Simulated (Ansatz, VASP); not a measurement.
## Ba: VASP beside Ansatz

```xyz
1
Lattice="0.0000 2.6815 2.6815 2.6815 0.0000 2.6815 2.6815 2.6815 0.0000" Properties=species:S:1:pos:R:3 pbc="T T T"
Ba    0.0000    0.0000    0.0000
```

Change from the starting cell: volume scaled by 0.6, PAW files.

Alike in both runs: task single point; functional PBE; k mesh 10 × 10 × 10; occupations fermi-dirac, width 0.1 eV; no spin polarisation.

|  | VASP | Ansatz |
| --- | --- | --- |
| version | VASP 6.6.1 | Ansatz 0.2.0 |
| potentials or method | VASP PAW PBE potentials, release 64 (Ba_sv) | PAW with Ansatz's default frozen-core files, scalar-relativistic |
| plane-wave cutoff (eV) | 520 | 420 |
| valence electrons in the cell | 10 | 10 |

VASP gave:

| Item | Value |
| --- | --- |
| pressure (GPa) | 8.2 |

**Question.** Estimate Ansatz's values.

**Answer.** Pressure (GPa): 7.5.

Neither program's run includes spin-orbit coupling.
